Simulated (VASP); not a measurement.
A run of VASP 6.6.1 is set up as follows.

The input POSCAR:

```
HgTe
1.0
    0.0000000000      3.2305000000      3.2305000000
    3.2305000000      0.0000000000      3.2305000000
    3.2305000000      3.2305000000      0.0000000000
Hg Te
1 1
Direct
    0.0000000000      0.0000000000      0.0000000000
    0.2500000000      0.2500000000      0.2500000000
```

INCAR.step1

```
SYSTEM = HgTe
ALGO     = Normal         ! electronic algorithm
EDIFF    = 1E-4           ! SCF threshold, eV
ENCUT    = 600            ! plane-wave cutoff, eV
GGA      = PE             ! functional
ISMEAR   = 0              ! smearing method
LASPH    = .TRUE.         ! aspherical terms in the spheres
LCHARG   = .FALSE.        ! write CHGCAR
LREAL    = .FALSE.        ! projectors in reciprocal space
LWAVE    = .TRUE.         ! write WAVECAR
NELM     = 100            ! most SCF steps
PREC     = Accurate       ! precision mode
SIGMA    = 0.05           ! smearing width, eV
```

File INCAR.step2:

```
SYSTEM = HgTe
ALGO     = Normal         ! electronic algorithm
EDIFF    = 1E-6           ! SCF threshold, eV
EDIFFG   = -0.002         ! ionic threshold
ENCUT    = 600            ! plane-wave cutoff, eV
IBRION   = 2              ! ionic algorithm
ISIF     = 3              ! what is computed and relaxed
ISMEAR   = 0              ! smearing method
ISTART   = 1            
LASPH    = .TRUE.         ! aspherical terms in the spheres
LCHARG   = .FALSE.        ! write CHGCAR
LMIXTAU  = .TRUE.       
LREAL    = .FALSE.        ! projectors in reciprocal space
LWAVE    = .FALSE.        ! write WAVECAR
METAGGA  = R2SCAN         ! meta-GGA
NELM     = 100            ! most SCF steps
NSW      = 80             ! ionic steps
PREC     = Accurate       ! precision mode
SIGMA    = 0.05           ! smearing width, eV
```

KPOINTS

```
k-points
0
G
  8 8 8
  0 0 0
```

Potentials or basis: VASP PAW PBE potentials, release 64 (Hg, Te).

The run is started by

```bash
$ cat potpaw_PBE.64/Hg/POTCAR potpaw_PBE.64/Te/POTCAR > POTCAR
$ cp INCAR.step1 INCAR
$ mpirun -np 1 vasp_std > vasp.out
$ cp INCAR.step2 INCAR
$ mpirun -np 1 vasp_std > vasp.out
```

Task: What does it give for the relaxed volume?

Result: 35.57 Å³/atom.

Task: Estimate the band gap on the k mesh.

Result: Zero (filled and empty bands touch).

Final structure:
```
Hg Te
1.0
     0.00000    3.28872    3.28872
     3.28872    0.00000    3.28872
     3.28872    3.28872    0.00000
Hg Te
1 1
Cartesian
  0.0000 0.0000 0.0000
  1.6444 1.6444 1.6444
```

Caveat: semilocal functionals underestimate gaps, so a narrow gap can read as zero; the PAW data sets were made with another functional, which shifts forces and pressure a little; spin-orbit coupling is left out, which moves the levels of the heavy elements.
